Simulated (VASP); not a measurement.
A run of VASP 6.6.1 is set up as follows.

INCAR

```
SYSTEM = ZrC4
PREC = Accurate
ENCUT = 600
EDIFF = 1E-6
ISMEAR = 0
SIGMA = 0.1
LREAL = .False.
LASPH = .True.
NELM = 60
ALGO = Normal
ISIF = 3
LWAVE = .False.
LCHARG = .False.
GGA = PE
IBRION = 2
NSW = 90
EDIFFG = -0.04
```

Contents of KPOINTS:

```
Automatic mesh
0
Gamma
  6 6 6
  0 0 0
```

Contents of POSCAR:

```
ZrC4
1.0
   -2.8781456000      2.8781456000      1.8056000300
    2.8781456000     -2.8781456000      1.8056000300
    2.8781456000      2.8781456000     -1.8056000300
Zr C
1 4
Direct
    0.0000000000      0.0000000000      0.0000000000
    0.4000000100      0.2000000100      0.6000000200
    0.2000000100      0.5999999900      0.8000000000
    0.5999999900      0.7999999900      0.3999999800
    0.7999999900      0.4000000100      0.2000000000
```

Potentials or basis: VASP PAW PBE potentials, release 64 (Zr_sv, C).

The run is started by

```bash
$ cat potpaw_PBE.64/Zr_sv/POTCAR potpaw_PBE.64/C/POTCAR > POTCAR
$ mpirun -np 1 vasp_std > vasp.out
```

Predict the relaxed volume.

9.91 Å³/atom.

Predict the relaxed cell.

a = 4.167 Å, b = 4.167 Å, c = 4.167 Å, α = 99.83°, β = 99.83°, γ = 131.19°.

Stress tensor (GPa, compression positive):
```
0.04 0.00 0.00
0.00 0.04 0.00
0.00 0.00 0.28
```

Caveat: the volume moved by over 15 % at a fixed basis, so the end points are rough.
